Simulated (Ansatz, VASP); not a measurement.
**Se in VASP and in Ansatz**

The input INCAR:

```
SYSTEM = Se
ALGO = Normal
EDIFF = 1E-6
ENCUT = 520
GGA = PE
ISIF = 2
ISMEAR = 0
IVDW = 12
LASPH = .TRUE.
LCHARG = .FALSE.
LREAL = .FALSE.
LWAVE = .FALSE.
NBANDS = 16
NELM = 60
PREC = Accurate
SIGMA = 0.05
```

Contents of KPOINTS:

```
k-points
0
G
  9 9 8
  0 0 0
```

The input POSCAR:

```
Se
1.0
    3.9409371099      0.0000000000      0.0000000000
   -1.9704685549      3.4129516519      0.0000000000
    0.0000000000      0.0000000000      5.4641093028
Se
3
Direct
    0.2012552844      0.0000000000      0.3333333333
    0.0000000000      0.2012552844      0.6666666667
    0.7987447156      0.7987447156      0.0000000000
```

Input for Ansatz:

```yaml
crystal:
  lattice:
    - [3.9409371099, 0.0, 0.0]
    - [-1.9704685549, 3.4129516519, 0.0]
    - [0.0, 0.0, 5.4641093028]
  atoms:
    - { symbol: Se, position: [0.2012552844, 0.0, 0.3333333333] }
    - { symbol: Se, position: [0.0, 0.2012552844, 0.6666666667] }
    - { symbol: Se, position: [0.7987447156, 0.7987447156, 0.0] }
basis:
  ecutwfc: 420
kpoints:
  mp_grid: { grid: [9, 9, 8] }
hamiltonian:
  xc: pbe
  dispersion: d3bj
scf:
  occupations: { method: gaussian, width: 0.05 }
output:
  forces: true
  stress: true
  eigenvalues: true
```

Alike in both runs: task single point; functional PBE; dispersion D3(BJ); k mesh 9 × 9 × 8; occupations gaussian, width 0.05 eV; no spin polarisation.

```csv
,VASP,Ansatz
version,VASP 6.6.1,Ansatz 0.2.0
potentials or method,"VASP PAW PBE potentials, release 64 (Se), cutoff 520 eV","scalar-relativistic, plane waves, PAW"
valence electrons in the cell,18,48
```

VASP gave:

| Item | Value |
| --- | --- |
| gap on the k mesh at the Fermi level (eV) | none |
| pressure (GPa) | 8.3 |
| traceless stress, the component that is largest in VASP (GPa) | 3.22 |
| rms of the force components (eV/Å) | 1.444 |

**Question.** Which values does Ansatz return?

**Answer.** gap on the k mesh at the Fermi level (eV): none; pressure (GPa): 8.1; traceless stress, the component that is largest in VASP (GPa): 2.97; rms of the force components (eV/Å): 1.421.

Atom by atom the forces differ by 0.023 eV/Å (rms over components). A gap of «none» marks a metal or a gap that the smearing closes. VASP's potentials hold 18 valence electrons a cell and Ansatz's 48, so a difference there can come from the potentials and not from the codes.
